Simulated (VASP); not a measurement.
# MnHg (Pm-3m) in VASP: notebook, part 2 of 2

VASP 6.6.1.

### Step 3. Single point, PBEsol, collinear spin, ferromagnetic start

This run uses another cell than the first one: it holds 2 atoms, not 4.

Input file INCAR:

```
PREC     = Accurate       # precision mode
ENCUT    = 520            # plane-wave cutoff, eV
EDIFF    = 1E-6           # SCF threshold, eV
ISMEAR   = 0              # smearing method
SIGMA    = 0.1            # smearing width, eV
LREAL    = F              # projectors in reciprocal space
LASPH    = T              # aspherical terms in the spheres
NELM     = 150            # most SCF steps
ALGO     = Fast           # electronic algorithm
ISIF     = 2              # what is computed and relaxed
LWAVE    = F              # write WAVECAR
LCHARG   = F              # write CHGCAR
ISPIN    = 2              # spin polarisation
MAGMOM   = 4 0            # initial moments
LORBIT   = 11             # projections on sites
LMAXMIX  = 4              # l up to which the mixer works
GGA      = PS             # functional
NBANDS   = 24             # bands
```

Input file KPOINTS:

```
regular mesh
0
Gamma
  12 12 12
```

Input file POSCAR:

```
MnHg
1.0
    3.3150000000      0.0000000000      0.0000000000
    0.0000000000      3.3150000000      0.0000000000
    0.0000000000      0.0000000000      3.3150000000
Mn Hg
1 1
Direct
    0.5000000000      0.5000000000      0.5000000000
    0.0000000000      0.0000000000      0.0000000000
```

Potentials or basis: VASP PAW PBE potentials, release 64 (Mn_pv, Hg).

The run is started by

```
$ cat potpaw_PBE.64/Mn_pv/POTCAR potpaw_PBE.64/Hg/POTCAR > POTCAR
$ mpirun -np 1 vasp_std > vasp.out
```

OUTCAR:

```text
PREC = Accurate
   ENCUT = 520
   EDIFF = 1E-6
   ISMEAR = 0
   LREAL = F
   LASPH = T
   NELM = 150
   ISIF = 2
   ISPIN = 2
   LORBIT = 11
   GGA = PS

 ion  position               nearest neighbor table
   1  0.500  0.500  0.500-   2 2.87   2 2.87   2 2.87   2 2.87   2 2.87   2 2.87   2 2.87   2 2.87

   2  0.000  0.000  0.000-   1 2.87   1 2.87   1 2.87   1 2.87   1 2.87   1 2.87   1 2.87   1 2.87

  LATTYP: Found a simple cubic cell.
 ALAT       =     3.3150000000

  Lattice vectors:

[... 1513 lines left out ...]
  external PRESSURE =     -43.4528152 kB  Pullay stress =       0.0000000 kB

 VOLUME and BASIS-vectors are now :
 -----------------------------------------------------------------------------
  energy-cutoff  :      520.00
  volume of cell :       36.43
      direct lattice vectors                 reciprocal lattice vectors
     3.315000000  0.000000000  0.000000000     0.301659125  0.000000000  0.000000000
     0.000000000  3.315000000  0.000000000     0.000000000  0.301659125  0.000000000
     0.000000000  0.000000000  3.315000000     0.000000000  0.000000000  0.301659125

 POSITION                                       TOTAL-FORCE (eV/Angst)
 -----------------------------------------------------------------------------------
      1.65750      1.65750      1.65750         0.000000      0.000000      0.000000
      0.00000      0.00000      0.00000         0.000000      0.000000      0.000000
 -----------------------------------------------------------------------------------
    total drift:                                0.000000      0.000000      0.000000

  FREE ENERGIE OF THE ION-ELECTRON SYSTEM (eV)
  ---------------------------------------------------
  free  energy   TOTEN  =        -9.5455737273 eV

  energy  without entropy=       -9.5380490804  energy(sigma->0) =       -9.54181140

 total charge

# of ion       s       p       d       tot
------------------------------------------
    1        0.253   6.175   4.969  11.398
    2        0.815   0.518   9.247  10.581
--------------------------------------------------
tot          1.068   6.694  14.216  21.978

 magnetization (x)

# of ion       s       p       d       tot
------------------------------------------
    1        0.027   0.015   3.784   3.826
    2       -0.042  -0.057   0.047  -0.052
--------------------------------------------------
tot         -0.015  -0.042   3.831   3.774
```

OSZICAR:

```text
N       E                     dE             d eps       ncg     rms          rms(c)
DAV:   1     0.232931997723E+03    0.23293E+03   -0.13746E+04  8144   0.117E+03
DAV:   2    -0.258908384647E+01   -0.23552E+03   -0.22441E+03  8432   0.342E+02
DAV:   3    -0.101687913109E+02   -0.75797E+01   -0.75547E+01  9456   0.692E+01
DAV:   4    -0.102227817427E+02   -0.53990E-01   -0.53987E-01  9264   0.551E+00
DAV:   5    -0.102235783655E+02   -0.79662E-03   -0.79661E-03  9632   0.612E-01    0.103E+01
RMM:   6    -0.981522088002E+01    0.40836E+00   -0.26850E+00  9430   0.122E+01    0.819E+00
RMM:   7    -0.956608256851E+01    0.24914E+00   -0.43167E-01  9004   0.466E+00    0.483E+00
RMM:   8    -0.954858044992E+01    0.17502E-01   -0.18549E-02  9221   0.873E-01    0.265E+00
RMM:   9    -0.954576564238E+01    0.28148E-02   -0.32330E-03  9169   0.475E-01    0.970E-01
RMM:  10    -0.954548762947E+01    0.27801E-03   -0.12746E-03  9613   0.348E-01    0.886E-02
RMM:  11    -0.954556249140E+01   -0.74862E-04   -0.15871E-04  9652   0.107E-01    0.434E-02
RMM:  12    -0.954556991221E+01   -0.74208E-05   -0.19224E-05  9583   0.440E-02    0.209E-02
RMM:  13    -0.954557353769E+01   -0.36255E-05   -0.71258E-06  8883   0.238E-02    0.677E-03
RMM:  14    -0.954557372726E+01   -0.18957E-06   -0.12229E-06  6630   0.943E-03
   1 F= -.95455737E+01 E0= -.95418114E+01  d E =-.752465E-02  mag=     3.9283
```

It took 87 s on 1 thread of Intel Xeon 6975P-C (Granite Rapids), shared host; peak memory 0.24 GiB.

Results:

```
Free energy                                           : -9.5456 eV
Pressure                                              : -4.3 GPa
Net moment                                            : 3.93 μB per cell
Site moments                                          : Mn +3.83; Hg -0.05 μB
Valence electrons inside the program's atomic spheres : Mn 11.40; Hg 10.58
```

Levels at points of the mesh, in eV from the Fermi level:
Spin up:
```csv
k point,band 11,band 12,band 13,band 14,band 15,band 16,band 17,band 18
"(0.00, 0.00, 0.00)",-2.93,-2.06,-2.06,-2.06,4.82,4.82,4.82,8.54
"(0.50, 0.00, 0.00)",-3.30,-2.77,-2.77,-2.28,-1.59,9.98,9.98,10.53
"(0.50, 0.50, 0.00)",-2.08,-2.08,-2.02,-1.73,-1.73,0.60,2.86,11.73
"(0.50, 0.50, 0.50)",-3.74,-2.00,-2.00,0.38,4.07,4.07,4.07,4.45
```
Spin down:
```csv
k point,band 7,band 8,band 9,band 10,band 11,band 12,band 13,band 14,band 15,band 16
"(0.00, 0.00, 0.00)",-7.02,-7.02,-7.02,0.31,0.31,1.47,1.47,1.47,5.23,5.23
"(0.50, 0.00, 0.00)",-7.38,-6.92,-4.98,-4.47,-0.05,0.41,0.41,1.28,2.01,10.62
"(0.50, 0.50, 0.00)",-7.45,-6.46,-3.51,-1.43,-1.43,0.47,1.30,1.30,1.86,3.19
"(0.50, 0.50, 0.50)",-6.44,-6.44,-1.58,-1.58,-1.58,0.30,1.90,1.90,5.55,5.55
```

Caveat: the cell stands under tension; the PAW data sets were made with another functional, which shifts forces and pressure a little; spin-orbit coupling is left out, which moves the levels of the heavy elements.
